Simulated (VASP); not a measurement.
Pt: single point with PBEsol

Pt:

```xyz
1
Lattice="-1.5723 1.5723 1.5842 1.5723 -1.5723 1.5842 1.5961 1.5961 -1.5842" Properties=species:S:1:pos:R:3 pbc="T T T"
Pt    0.0000    0.0000    0.0000
```

This cell differs from its parent crystal: strain +0.0150 x Voigt [0, 0, 0, 0, 0, 1].

| Quantity | Value |
| --- | --- |
| Program | VASP 6.6.1 |
| Task | single point |
| Functional | PBEsol |
| Potentials or basis | VASP PAW PBE potentials, release 64 (Pt) |
| Cutoff | 520 eV |
| k mesh | 22 × 22 × 22 |
| Occupations | gaussian, width 0.15 eV |
| Spin | no spin polarisation |

The pressure is -11.2 GPa. The band gap on the k mesh is zero (bands 5 and 6 overlap by 2.18 eV).

Stress tensor (GPa, compression positive):
```
-11.23  -2.15   0.00
 -2.15 -11.23   0.00
  0.00   0.00 -11.19
```

Levels at points of the mesh, in eV from the Fermi level:
| k point | band 1 | band 2 | band 3 | band 4 | band 5 | band 6 | band 7 | band 8 | band 9 | band 10 |
| --- | --- | --- | --- | --- | --- | --- | --- | --- | --- | --- |
| (0.00, 0.00, 0.00) | -9.48 | -3.54 | -3.44 | -3.33 | -0.94 | -0.94 | 16.97 | 17.11 | 17.23 | 27.03 |
| (0.50, 0.00, 0.00) | -6.51 | -4.85 | -1.13 | -0.63 | 0.24 | 1.06 | 6.23 | 13.24 | 15.78 | 24.01 |
| (0.50, 0.50, 0.00) | -6.49 | -4.80 | -1.18 | -0.70 | 0.35 | 1.12 | 6.41 | 13.16 | 15.66 | 23.74 |
| (0.00, 0.00, 0.50) | -6.54 | -4.90 | -1.08 | -0.56 | 0.14 | 1.00 | 6.04 | 13.34 | 15.88 | 24.28 |
| (0.50, 0.50, 0.50) | -6.00 | -5.99 | 0.44 | 0.54 | 0.64 | 7.61 | 7.61 | 7.62 | 12.64 | 18.93 |

Wall time 83 s on 1 thread of Intel(R) Xeon(R) 6975P-C (Granite Rapids), with other jobs on the host, peak memory 0.36 GiB.

Caveat: the cell differs from its parent crystal (strain +0.0150 x Voigt [0, 0, 0, 0, 0, 1]); the cell stands under tension; the PAW data sets were made with another functional, which shifts forces and pressure a little; spin-orbit coupling is left out, which moves the levels of the heavy elements.
